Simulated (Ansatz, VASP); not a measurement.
## Two plane-wave programs on Zn2Ga

```
Zn Ga
1.0
    -1.82313    1.82313    3.79249
     1.82313   -1.82313    3.79249
     1.82313    1.82313   -3.79249
Zn Ga
2 1
Cartesian
  0.0000 0.0000 5.0455
  0.0000 0.0000 2.5395
  0.0000 0.0000 0.0000
```

Alike in both runs: functional PBE; k mesh 6 × 6 × 6; occupations gaussian, width 0.1 eV; no spin polarisation.

Ansatz relaxed the structure, and its values are those at the end. VASP's run is a single point on that final structure, the one shown.

|  | VASP | Ansatz |
| --- | --- | --- |
| version | VASP 6.6.1 | Ansatz 0.2.0 |
| potentials or method | VASP PAW PBE potentials, release 64 (Zn, Ga_d), cutoff 520 eV | scalar-relativistic, plane waves, PAW |
| valence electrons in the cell | 37 | 37 |

```csv
,VASP,Ansatz,Ansatz less VASP
gap on the k mesh at the Fermi level (eV),none,none,-
pressure (GPa),-0.1,-0.2,-0.14
rms of the force components (eV/Å),0.007,0.007,+0.0002
```

A gap of «none» marks a metal or a gap that the smearing closes. With one functional, cell and mesh, what is left measures potentials, basis and numerics.

The k mesh is coarse, so the values compare programs but aren't converged.
